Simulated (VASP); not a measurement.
Here is a VASP 6.6.1 calculation.

File INCAR:

```
SYSTEM = MgO
ALGO = Normal ; EDIFF = 1E-7
ENCUT = 520 ; GGA = PE
ISIF = 2 ; ISMEAR = -1
LASPH = .True. ; LCHARG = .False.
LREAL = .False. ; LWAVE = .False.
NBANDS = 11 ; NELM = 60
PREC = Accurate ; SIGMA = 0.02
```

The input KPOINTS:

```
k-points
0
Gamma
  10 10 10
  0 0 0
```

File POSCAR:

```
MgO
1.0
    0.0000000000      2.0180807188      2.1596961461
    2.0180807188      0.0000000000      2.1596961461
    2.0180807188      2.0180807188      0.0000000000
Mg O
1 1
Direct
    0.0000000000      0.0000000000      0.0000000000
    0.5000000000      0.5000000000      0.5000000000
```

Potentials or basis: VASP PAW PBE potentials, release 64 (Mg, O).

Launch:

```console
$ cat potpaw_PBE.64/Mg/POTCAR potpaw_PBE.64/O/POTCAR > POTCAR
$ mpirun -np 1 vasp_std > vasp.out
```

Task: What does it give for the band gap on the k mesh?

Result: 5.23 eV, direct.

Task: Predict the pressure.

Result: 17.2 GPa.

Stress tensor (GPa, compression positive):
```
23.25  0.00  0.00
 0.00 23.25  0.00
 0.00  0.00  5.01
```

Caveat: the cell differs from its parent crystal (epitaxial xy strain -4.0%).
